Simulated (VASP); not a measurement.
Wanted: the native input for a VASP 6.6.1 run.

| Item | Value |
| --- | --- |
| Task | single point |
| Functional | PBEsol |
| Potentials or basis | VASP PAW PBE potentials, release 64 (Sn_d, Se) |
| Cutoff | 520 eV |
| k mesh | 10 × 10 × 8 |
| Occupations | gaussian, width 0.1 eV |
| Spin | no spin polarisation |
| Dipole correction | no |
| Further INCAR settings | ALGO = Normal; EDIFF = 1e-06; NBANDS = 28 |

The structure of SnSe lies in POSCAR:

```
SnSe
1.0
    4.4932490014      0.0000000000      0.0000000000
    0.0000000000      4.4932490014      0.0000000000
    0.0000000000      0.0000000000      5.6312376904
Sn Se
2 2
Direct
    0.0000000000      0.5000000000      0.2297269630
    0.5000000000      0.0000000000      0.7702730370
    0.0000000000      0.0000000000      0.0000000000
    0.5000000000      0.5000000000      0.0000000000
```

This cell differs from its parent crystal: O replaced by Se, lengths x 1.158, strained.

One way to write it, as run:

INCAR

```
PREC = Accurate
ENCUT = 520
EDIFF = 1E-6
ISMEAR = 0
SIGMA = 0.1
LREAL = F
LASPH = T
NELM = 100
ALGO = Normal
ISIF = 2
LWAVE = F
LCHARG = F
GGA = PS
NBANDS = 28
```

KPOINTS

```
Automatic mesh
0
Gamma
  10 10 8
```

Potentials or basis: VASP PAW PBE potentials, release 64 (Sn_d, Se).

Run with:

```bash
$ cat potpaw_PBE.64/Sn_d/POTCAR potpaw_PBE.64/Se/POTCAR > POTCAR
$ mpirun -np 1 vasp_std > vasp.out
```

Results of the run:

* Pressure: 15.4 GPa
* Largest force: 2.700 eV/Å
* Band gap on the k mesh: zero (bands 20 and 21 overlap by 0.41 eV)

Caveat: the cell differs from its parent crystal (O replaced by Se, lengths x 1.158, strained); the stress differs along the axes, from 8 to 19 GPa; semilocal functionals underestimate gaps, and a narrow one can read as zero; the PAW data sets were made with another functional, which shifts forces and pressure a little; spin-orbit coupling is left out, which moves the levels of the heavy elements.

It took 100 s on 1 thread of Intel(R) Xeon(R) 6975P-C (Granite Rapids) (shared host), peak memory 0.42 GiB.
